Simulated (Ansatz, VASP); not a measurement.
**One calculation of Y2Si2F, two programs**

```
Y Si F
1.0
     4.13361    0.00000    0.00000
    -2.06680    3.57981    0.00000
     0.00000    0.00000    7.97921
Y Si F
2 2 1
Direct
  0.00000 0.00000 0.72397
  0.00000 0.00000 0.27603
  0.33333 0.66667 0.50000
  0.66667 0.33333 0.50000
  0.00000 0.00000 0.00000
```

Alike in both runs: task relaxation of cell and atoms; functional PBE; k mesh 12 × 12 × 6; occupations gaussian, width 0.1 eV; no spin polarisation.

|  | VASP | Ansatz |
| --- | --- | --- |
| version | VASP 6.6.1 | Ansatz 0.2.0 |
| potentials or method | VASP PAW PBE potentials, release 64 (Y_sv, Si, F), cutoff 600 eV | scalar-relativistic, plane waves, PAW |
| valence electrons in the cell | 37 | 37 |

|  | VASP | Ansatz | Ansatz less VASP |
| --- | --- | --- | --- |
| gap on the k mesh at the Fermi level, each at its own relaxed structure (eV) | none | none | - |
| relaxed volume (Å³/atom) | 23.78 | 23.81 | +0.034 |
| relaxed cell length with the largest relative difference (Å) | 4.152 | 4.155 | +0.0031 |

A gap of «none» marks a metal or a gap that the smearing closes.
